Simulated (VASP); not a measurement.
A run of VASP 6.6.1 is set up as follows.

The input INCAR:

```
SYSTEM = Mg4Se
PREC = Accurate ; ENCUT = 600
EDIFF = 1E-6 ; ISMEAR = 0
SIGMA = 0.1 ; LREAL = .False.
LASPH = .True. ; NELM = 100
ALGO = Normal ; ISIF = 3
LWAVE = .False. ; LCHARG = .False.
GGA = PE ; IBRION = 2
NSW = 90 ; EDIFFG = -0.04
```

File KPOINTS:

```
Automatic mesh
0
Gamma
  4 4 4
  0 0 0
```

POSCAR

```
Mg4Se
1.0
    4.7186124900      0.0000000000      0.0000000000
    0.0000000000      4.7186124900      0.0000000000
    0.0000000000      0.0000000000      4.7186124900
Mg Se
4 1
Direct
    0.2500000000      0.2500000000      0.2500000000
    0.7500000000      0.7500000000      0.2500000000
    0.2500000000      0.7500000000      0.7500000000
    0.7500000000      0.2500000000      0.7500000000
    0.0000000000      0.0000000000      0.0000000000
```

Potentials or basis: VASP PAW PBE potentials, release 64 (Mg, Se).

Launch:

```sh
$ cat potpaw_PBE.64/Mg/POTCAR potpaw_PBE.64/Se/POTCAR > POTCAR
$ mpirun -np 1 vasp_std > vasp.out
```

(1) Estimate the relaxed volume.

(2) Estimate the space group after relaxing (to 0.1 Å).

(3) Estimate the relaxed cell.

Results:

(1) 26.66 Å³/atom.

(2) P-43m (No. 215).

(3) a = 5.108 Å, b = 5.108 Å, c = 5.108 Å, α = 90.00°, β = 90.00°, γ = 90.00°.

Caveat: the volume moved by over 15 % at a fixed basis, so the end points are rough.
